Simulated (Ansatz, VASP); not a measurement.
# Two plane-wave programs on KBr

```
CELL_PARAMETERS angstrom
3.97495 0.00000 0.00000
0.00000 3.97495 0.00000
0.00000 0.00000 3.97495
ATOMIC_POSITIONS crystal
K 0.00000 0.00000 0.00000
Br 0.50000 0.50000 0.50000
```

Alike in both runs: task single point; functional revPBE; k mesh 4 × 4 × 4; occupations methfessel-paxton of order 1, width 0.02 eV; no spin polarisation.

```csv
,VASP,Ansatz
version,VASP 6.6.1,Ansatz 0.2.0
potentials or method,"VASP PAW PBE potentials, release 64 (K_sv, Br), cutoff 500 eV","plane waves, PAW"
valence electrons in the cell,16,16
```

Ansatz gave:

| Quantity | Value |
| --- | --- |
| pressure (GPa) | 2.2 |

Which values does VASP return?

Pressure (GPa): 2.3.

VASP's potentials were made for PBE, not for revPBE. The functional is the same, so the differences come from potentials, cutoffs and numerics.
